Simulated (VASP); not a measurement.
Set up this calculation in VASP 6.6.1, as the native input.

| Item | Value |
| --- | --- |
| Task | single point |
| Functional | PBE |
| Potentials or basis | VASP PAW PBE potentials, release 64 (Ga_d, As) |
| Cutoff | 500 eV |
| k mesh | 10 × 10 × 10 |
| Occupations | gaussian, width 0.03 eV |
| Spin | no spin polarisation |
| Dipole correction | no |
| Further INCAR settings | ALGO = Normal; EDIFF = 1e-06; NBANDS = 16 |

The structure of GaAs lies in POSCAR:

```
GaAs
1.0
    0.0000000000      2.8008749607      2.9445095741
    2.8008749607      0.0000000000      2.9445095741
    2.8008749607      2.8008749607      0.0000000000
Ga As
1 1
Direct
    0.0000000000      0.0000000000      0.0000000000
    0.7500000000      0.7500000000      0.7500000000
```

This cell differs from its parent crystal: strain -0.025 along x and y, +0.025 along z.

One way to write it, as run:

INCAR

```
ALGO = Normal
EDIFF = 1E-6
ENCUT = 500
GGA = PE
GGA_COMPAT = F
ISIF = 2
ISMEAR = 0
LASPH = T
LCHARG = F
LREAL = F
LWAVE = F
NBANDS = 16
NELM = 120
PREC = Accurate
SIGMA = 0.03
```

KPOINTS

```
k-points
0
Gamma
  10 10 10
```

Potentials or basis: VASP PAW PBE potentials, release 64 (Ga_d, As).

Command:

```bash
$ cat potpaw_PBE.64/Ga_d/POTCAR potpaw_PBE.64/As/POTCAR > POTCAR
$ mpirun -np 1 vasp_std > vasp.out
```

Results of the run:

| Property | Result |
| --- | --- |
| Pressure | 1.8 GPa |
| Band gap on the k mesh | 0.23 eV |

Caveat: the cell differs from its parent crystal (strain -0.025 along x and y, +0.025 along z).

Run time: 71 s on 1 thread of Intel(R) Xeon(R) Platinum 8259CL CPU @ 2.50GHz (Skylake/Cascade Lake), with other jobs on the host, peak memory 0.22 GiB.
